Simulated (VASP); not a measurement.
Wanted: the native input for a VASP 6.6.1 run.

```
Task                   : single point
Functional             : PBE
Potentials or basis    : VASP PAW PBE potentials, release 64 (Sb, As, C)
Cutoff                 : 520 eV
k mesh                 : 6 × 6 × 2
Occupations            : gaussian, width 0.1 eV
Spin                   : no spin polarisation
Dipole correction      : no
Further INCAR settings : ALGO = Normal; EDIFF = 1e-07; NBANDS = 20
```

The structure of Sb2As2C lies in POSCAR:

```
Sb2As2C
1.0
    3.4462617487      0.0000000000      0.0000000000
   -1.7231308744      2.9845502225      0.0000000000
    0.0000000000      0.0000000000      9.6494226687
Sb As C
2 2 1
Direct
    0.6666666667      0.3333333333      0.3450183813
    0.3333333333      0.6666666667      0.6549816187
    0.6666666667      0.3333333333      0.8688132790
    0.3333333333      0.6666666667      0.1311867210
    0.0000000000      0.0000000000      0.0000000000
```

The cell was generated, and may not be a known phase.

One way to write it, as run:

INCAR

```
ALGO = Normal
EDIFF = 1E-7
ENCUT = 520
GGA = PE
ISIF = 2
ISMEAR = 0
LASPH = T
LCHARG = F
LREAL = F
LWAVE = F
NBANDS = 20
NELM = 100
PREC = Accurate
SIGMA = 0.1
```

KPOINTS

```
k-points
0
Gamma
  6 6 2
```

Potentials or basis: VASP PAW PBE potentials, release 64 (Sb, As, C).

Run with:

```bash
$ cat potpaw_PBE.64/Sb/POTCAR potpaw_PBE.64/As/POTCAR potpaw_PBE.64/C/POTCAR > POTCAR
$ mpirun -np 1 vasp_std > vasp.out
```

Results of the run:

```json
{
 "Pressure": "0.1 GPa",
 "Largest force": "0.017 eV/Å",
 "Band gap on the k mesh": "zero (bands 12 and 13 overlap by 3.38 eV)"
}
```

Caveat: spin-orbit coupling is left out, which moves the levels of the heavy elements; this functional lacks dispersion, which binds layers or chains, so the pressure and a relaxed spacing across them are unreliable.

It took 30 s on 1 thread of AMD EPYC 7R43 64-Core Processor (Zen 3), with other jobs on the host, peak memory 0.19 GiB.
